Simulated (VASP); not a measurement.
# H4C in VASP: further runs

Runs on H4C. Level: LDA. Tasks: single point.

Everything below comes from runs of VASP 6.6.1. Logs are shortened: lines on timing, memory, paths and dates and some standing lists are left out, and cuts for length are marked.

## (1) The cell of the first run

The cell holds an amorphous packing of atoms, 40 atoms: a = 8.215 Å, b = 8.215 Å, c = 8.215 Å, α = 90.00°, β = 90.00°, γ = 90.00°.

## (2) Single point, LDA

Input file INCAR:

```
SYSTEM = H4C
  PREC = Accurate
  ENCUT = 520
  EDIFF = 1E-7
  ISMEAR = -1
  SIGMA = 0.05
  LREAL = Auto
  LASPH = .TRUE.
  NELM = 80
  ALGO = Normal
  ISIF = 2
  LWAVE = .FALSE.
  LCHARG = .FALSE.
  GGA = CA
  NBANDS = 58
```

Input file KPOINTS:

```
regular mesh
0
G
  1 1 1
  0 0 0
```

Input file POSCAR:

```
H4C
1.0
    8.2150030000      0.0000000000      0.0000000000
    0.0000000000      8.2150030000      0.0000000000
    0.0000000000      0.0000000000      8.2150030000
C H
8 32
Direct
    0.5060172189      0.2132091661      0.0182662799
    0.8778574778      0.1879599776      0.8849383781
    0.0957174743      0.9188132857      0.1436945918
    0.5639946694      0.5469160485      0.7155497627
    0.4374280744      0.5195769072      0.3020724751
    0.0115246209      0.3471023758      0.3555608784
    0.5953704073      0.9393194074      0.3913450761
    0.3174698611      0.2347258980      0.5929192162
    0.5525974946      0.1244787069     -0.0695011908
    0.3726467008      0.2094105742      0.0193995361
    0.5475406125      0.3351548485     -0.0167725558
    0.5532406905      0.1837508795      0.1395223475
    0.9054465838      0.2811046454      0.9764411725
    0.8579238843      0.0712871249      0.9465579667
    0.9794995370      0.1769165691      0.7991822512
    0.7673005319      0.2224679682      0.8190403019
    0.1073399840      0.7936135977      0.0994109368
   -0.0207490938      0.9329794962      0.2072050817
    0.0998850134      1.0030369719      0.0404787923
    0.1957916682      0.9460724149      0.2275071564
    0.5112035048      0.5936572859      0.6023875486
    0.6511144509      0.4499753052      0.6857529827
    0.4671827313      0.4970960724      0.7925808173
    0.6257121813      0.6454322635      0.7807496997
    0.5599490293      0.5678119700      0.3233039335
    0.3937105684      0.4610999247      0.4129206665
    0.4412855519      0.4288697172      0.2045157011
    0.3545493478      0.6185771268      0.2691325136
   -0.0696537317      0.4171657220      0.2763910462
    0.0220414539      0.4078140818      0.4737401324
    0.1324566800      0.3389277131      0.3001146263
   -0.0374986364      0.2242424416      0.3729961040
    0.5271623203      0.8958005110      0.4973224012
    0.5264275381      0.9128036185      0.2803023734
    0.7134254748      0.8775365697      0.3862292216
    0.6142456745      1.0709446666      0.4018575370
    0.1935024110      0.2618699026      0.6339061259
    0.3633943025      0.1251067836      0.6530575800
    0.3963619718      0.3372824281      0.6235167696
    0.3174345640      0.2173262323      0.4608446647
```

Potentials or basis: VASP PAW LDA potentials, release 64 (C, H).

On the command line:

```bash
cat potpaw_LDA.64/C/POTCAR potpaw_LDA.64/H/POTCAR > POTCAR
mpirun -np 1 vasp_gam > vasp.out
```

OUTCAR:

```text
SYSTEM = H4C
   PREC = Accurate
   ENCUT = 520
   EDIFF = 1E-7
   ISMEAR = -1
   LREAL = Auto
   LASPH = .TRUE.
   NELM = 80
   ISIF = 2
   GGA = CA

 ion  position               nearest neighbor table
   1  0.506  0.213  0.018-   9 1.09  12 1.10  10 1.10  11 1.10
   2  0.878  0.188  0.885-  16 1.09  14 1.10  15 1.10  13 1.10
   3  0.096  0.919  0.144-  19 1.09  17 1.10  20 1.10  18 1.10
   4  0.564  0.547  0.716-  24 1.09  21 1.10  23 1.10  22 1.10
   5  0.437  0.520  0.302-  26 1.09  28 1.09  27 1.09  25 1.10
   6  0.012  0.347  0.356-  30 1.09  31 1.09  29 1.09  32 1.10
   7  0.595  0.939  0.391-  33 1.10  35 1.10  34 1.10  36 1.10
   8  0.317  0.235  0.593-  39 1.09  38 1.09  40 1.09  37 1.10
   9  0.553  0.124  0.930-   1 1.09
  10  0.373  0.209  0.019-   1 1.10
  11  0.548  0.335  0.983-   1 1.10
  12  0.553  0.184  0.140-   1 1.10
  13  0.905  0.281  0.976-   2 1.10
  14  0.858  0.071  0.947-   2 1.10
[... 24 lines left out ...]
  39  0.396  0.337  0.624-   8 1.09
  40  0.317  0.217  0.461-   8 1.09

  LATTYP: Found a simple cubic cell.
 ALAT       =     8.2150030000

  Lattice vectors:

 A1 = (   8.2150030000,   0.0000000000,   0.0000000000)
 A2 = (   0.0000000000,   8.2150030000,   0.0000000000)
 A3 = (   0.0000000000,   0.0000000000,   8.2150030000)

Analysis of symmetry for initial positions (statically):
=====================================================================
 Subroutine PRICEL returns:
 Original cell was already a primitive cell.

 Routine SETGRP: Setting up the symmetry group for a
 simple cubic supercell.

 Subroutine GETGRP returns: Found  1 space group operations
 (whereof  1 operations were pure point group operations)
 out of a pool of 48 trial point group operations.

The static configuration has the point symmetry C_1 .

Analysis of symmetry for dynamics (positions and initial velocities):
=====================================================================
 Subroutine PRICEL returns:
 Original cell was already a primitive cell.

 Routine SETGRP: Setting up the symmetry group for a
 simple cubic supercell.

 Subroutine GETGRP returns: Found  1 space group operations
 (whereof  1 operations were pure point group operations)
 out of a pool of 48 trial point group operations.

The dynamic configuration has the point symmetry C_1 .

 Subroutine INISYM returns: Found  1 space group operations
 (whereof  1 operations are pure point group operations),
 and found     1 'primitive' translations

[... 151 lines left out ...]
   NFREE  =      0    steps in history (QN), initial steepest desc. (CG)
   ISIF   =      2    stress and relaxation
   ISYM   =      2    0-nonsym 1-usesym 2-fastsym
   POTIM  = 0.5000    time-step for ionic-motion
   TEBEG  =    0.0;   TEEND  =   0.0 temperature during run
   PSTRESS=    0.0 pullay stress
   NELECT =      64.0000    total number of electrons
   NUPDOWN=      -1.0000    fix difference up-down
   EMIN   =  10.00;   EMAX   =-10.00  energy-range for DOS
   EFERMI =   0.00;   METHOD = LEGACY
   ISMEAR =    -1;   SIGMA  =   0.05  broadening in eV -4-tet -1-fermi 0-gaus
   EFERMI_NEDOS =   21; number of points for ismear=-14 and -15
   IALGO  =     38    algorithm
   IMIX   =      4    mixing-type and parameters
     AMIX     =   0.40;   BMIX     =  1.00
     AMIX_MAG =   1.60;   BMIX_MAG =  1.00
  volume/ion in A,a.u.               =      13.86        93.53
  Fermi-wavevector in a.u.,A,eV,Ry     =   0.797126  1.506350  8.645281  0.635410
  Thomas-Fermi vector in A             =   1.903783
   LORBIT       =      0    0 simple, 1 ext, 2 COOP (PROOUT), +10 PAW based schemes
   GGA     = CA    functional components
   LHFCALC =     F    Hartree Fock is set to
   AEXX    =    0.0000 exact exchange contribution
   IVDW    =     0    specifies the selected vdW correction
   LEPSILON=     F    determine dielectric tensor
   LRPA    =     F    only Hartree local field effects (RPA)
 non-spin polarized calculation
  energy-cutoff  :      520.00
  volume of cell :      554.40
 maximum number of plane-waves:      7470
 NGX is ok and might be reduce to    64
   NGX = 31   NGY = 31   NGZ = 31

 number of electron      64.0000000 magnetization

 Free energy of the ion-electron system (eV)
  ---------------------------------------------------
  ext. energy  EPLUGINS =         0.00000000
  ---------------------------------------------------
  free energy    TOTEN  =      -198.99068540 eV

  energy without entropy =     -198.99068540  energy(sigma->0) =     -198.99068540

 E-fermi :  -5.4727     XC(G=0):  -5.4474

 val. band max:       -6.7138083619   @ k =   0.0000   0.0000   0.0000
 cond. band min:       0.1040169126   @ k =   0.0000   0.0000   0.0000
 fundamental gap:      6.8178252745
 Fermi energy:        -5.4726991178

 k-point     1 :       0.0000    0.0000    0.0000
  band No.  band energies     occupation
      1     -15.5466      2.00000
      2     -15.2293      2.00000
      3     -15.1266      2.00000
      4     -15.1041      2.00000
      5     -15.0340      2.00000
      6     -14.9375      2.00000
[... 36 lines left out ...]
     43       3.2044      0.00000
     44       3.3711      0.00000
 [bands above 44 left out]

------------------------ aborting loop because EDIFF is reached ----------------------------------------

  FORCE on cell =-STRESS in cart. coord.  units (eV):
  Direction    XX          YY          ZZ          XY          YZ          ZX
  --------------------------------------------------------------------------------------
  -------------------------------------------------------------------------------------
  Total        1.1789664      1.1626086      1.5010754      0.2051637     -0.1046531      0.2119220
  in kB        3.4071311      3.3598580      4.3380037      0.5929088     -0.3024401      0.6124398
  external PRESSURE =       3.7016643 kB  Pullay stress =       0.0000000 kB

 VOLUME and BASIS-vectors are now :
 -----------------------------------------------------------------------------
  energy-cutoff  :      520.00
  volume of cell :      554.40
      direct lattice vectors                 reciprocal lattice vectors
     8.215003000  0.000000000  0.000000000     0.121728501  0.000000000  0.000000000
     0.000000000  8.215003000  0.000000000     0.000000000  0.121728501  0.000000000
     0.000000000  0.000000000  8.215003000     0.000000000  0.000000000  0.121728501

 POSITION                                       TOTAL-FORCE (eV/Angst)
 -----------------------------------------------------------------------------------
      4.15693      1.75151      0.15006        -0.049869     -0.032143      0.012756
      7.21160      1.54409      7.26977         0.017330     -0.011370     -0.054045
      0.78632      7.54805      1.18045         0.035166     -0.009653      0.008338
      4.63322      4.49292      5.87824         0.051980      0.059966      0.061623
      3.59347      4.26833      2.48153        -0.010478      0.051730     -0.076509
      0.09467      2.85145      2.92093        -0.044493      0.007285     -0.042658
[... 32 lines left out ...]
      3.25611      2.77078      5.12219         0.099270      0.057964      0.053051
      2.60773      1.78534      3.78584        -0.029654     -0.102079     -0.119988
 -----------------------------------------------------------------------------------
    total drift:                               -0.002046     -0.009593      0.001399

  FREE ENERGIE OF THE ION-ELECTRON SYSTEM (eV)
  ---------------------------------------------------
  free  energy   TOTEN  =      -198.9906853985 eV

  energy  without entropy=     -198.9906853984  energy(sigma->0) =     -198.99068540
```

stdout:

```text
POSCAR found type information on POSCAR C H
 POSCAR found :  2 types and      40 ions
 scaLAPACK will be used
 LDA part: xc-table for (Slater(with rela. corr.)+CA(PZ))
 , standard interpolation
 POSCAR, INCAR and KPOINTS ok, starting setup
 FFT: planning ... GRIDC
 FFT: planning ... GRID_SOFT
 FFT: planning ... GRID
 WAVECAR not read
 entering main loop
```

Wall time 38 s (1 thread of AMD EPYC 7R13 (Zen 3), shared host); peak memory 0.35 GiB.

What came out:

| Quantity | Value |
| --- | --- |
| Free energy | -198.9907 eV |
| Pressure | 0.4 GPa |
| Largest force | 0.190 eV/Å |
| Band gap on the k mesh | 6.82 eV |

Forces on the atoms (eV/Å):
```
C   -0.050 -0.032  0.013
C    0.017 -0.011 -0.054
C    0.035 -0.010  0.008
C    0.052  0.060  0.062
C   -0.010  0.052 -0.077
C   -0.044  0.007 -0.043
C    0.007  0.004 -0.006
C   -0.008 -0.113  0.054
H    0.000 -0.096 -0.089
H   -0.132  0.004  0.038
H    0.031  0.061 -0.051
H    0.031 -0.051  0.106
H    0.036  0.080  0.085
H   -0.020 -0.063  0.008
H    0.124 -0.021 -0.054
H   -0.054  0.056 -0.089
H    0.021 -0.119 -0.030
H   -0.112  0.029  0.065
H    0.017  0.087 -0.088
H    0.112  0.025  0.105
H   -0.026  0.086 -0.075
H    0.065 -0.035  0.022
H   -0.050 -0.004  0.084
H    0.106  0.082  0.045
H    0.115  0.092 -0.017
H   -0.087 -0.053  0.139
H   -0.009 -0.031 -0.114
H   -0.075  0.158 -0.076
H   -0.106  0.056 -0.087
H    0.002  0.068  0.095
H    0.115  0.006 -0.069
H   -0.045 -0.118  0.003
H   -0.065 -0.049  0.105
H   -0.074 -0.027 -0.110
H    0.115 -0.065 -0.008
H    0.015  0.133  0.025
H   -0.134 -0.045  0.046
H    0.016 -0.157  0.096
H    0.099  0.058  0.053
H   -0.030 -0.102 -0.120
```

Levels at points of the mesh, in eV from the valence-band top:
| k point | band 30 | band 31 | band 32 | band 33 | band 34 | band 35 |
| --- | --- | --- | --- | --- | --- | --- |
| (0.00, 0.00, 0.00) | -0.24 | -0.16 | 0.00 | 6.82 | 8.63 | 8.80 |

Caveat: the k points lie up to 0.76 Å⁻¹ apart.

[end of part 1 of 2]
